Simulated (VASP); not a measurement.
A run of VASP 6.6.1:

The input INCAR:

```
PREC     = Accurate       # precision mode
ENCUT    = 520            # plane-wave cutoff, eV
EDIFF    = 1E-6           # SCF threshold, eV
ISMEAR   = 0              # smearing method
SIGMA    = 0.15           # smearing width, eV
LREAL    = False          # projectors in reciprocal space
LASPH    = True           # aspherical terms in the spheres
NELM     = 100            # most SCF steps
ALGO     = Fast           # electronic algorithm
ISIF     = 2              # what is computed and relaxed
LWAVE    = False          # write WAVECAR
LCHARG   = False          # write CHGCAR
GGA      = PS             # functional
NBANDS   = 11             # bands
```

Contents of KPOINTS:

```
Automatic mesh
0
Gamma
  20 20 20
```

Contents of POSCAR:

```
Pt
1.0
   -1.6774754579      1.5019257007      1.6189588721
    1.4434091149     -1.6189588721      1.5019257007
    1.6774754579      1.6189588721     -1.7359920436
Pt
1
Direct
    0.0000000000      0.0000000000      0.0000000000
```

Potentials or basis: VASP PAW PBE potentials, release 64 (Pt).

Command:

```sh
$ cat potpaw_PBE.64/Pt/POTCAR > POTCAR
$ mpirun -np 1 vasp_std > vasp.out
```

Hardware: 1 thread of Intel(R) Xeon(R) Platinum 8488C (Sapphire Rapids), with other jobs on the host.

**Question.** Estimate the wall time of this run.

**Answer.** Wall time 4.2 min on 1 thread of Intel(R) Xeon(R) Platinum 8488C (Sapphire Rapids), on a shared host, peak memory 0.73 GiB. Counts: scf iterations 12, k points 4004.
